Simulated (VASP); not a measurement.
Runs of VASP 6.6.1 on InAs. The structure is that of space group F-43m (No. 216), or close to it. The cells are those of the table. 

| cell | gap on the mesh (eV) | pressure (GPa) |
| --- | --- | --- |
| a = 4.320, b = 4.320, c = 4.277 Å, angles 60.3, 60.3, 59.3°, 2 atoms | none | 0.0 |
| a = 4.255, b = 4.255, c = 4.277 Å, angles 59.8, 59.8, 60.3°, 2 atoms | - | (a) |
| a = 4.352, b = 4.352, c = 4.277 Å, angles 60.6, 60.6, 58.9°, 2 atoms | none | -0.8 |
| a = 4.363, b = 4.363, c = 4.277 Å, angles 60.7, 60.7, 58.7°, 2 atoms | none | -1.0 |
| a = 4.341, b = 4.341, c = 4.277 Å, angles 60.5, 60.5, 59.0°, 2 atoms | none | -0.5 |
| a = 4.234, b = 4.234, c = 4.277 Å, angles 59.7, 59.7, 60.7°, 2 atoms | - | (b) |
| a = 4.298, b = 4.298, c = 4.277 Å, angles 60.2, 60.2, 59.7°, 2 atoms | none | 0.6 |

Alike in all rows: task single point; level PBEsol; potentials or basis VASP PAW PBE potentials, release 64 (In_d, As); no spin polarisation; k mesh 14 × 14 × 14; cutoff (eV) 520; smearing gaussian 0.15 eV.

Q: Fill in the values left out.

A: (a) 1.8; (b) 2.5.

Caveats: the PAW data sets were made with another functional, which shifts forces and pressure a little; spin-orbit coupling is left out, which moves the levels of the heavy elements.

A k mesh can miss the band edges, and the runs leave out spin-orbit coupling on As, In.

A gap of «none» marks levels without a gap at the run's occupations.
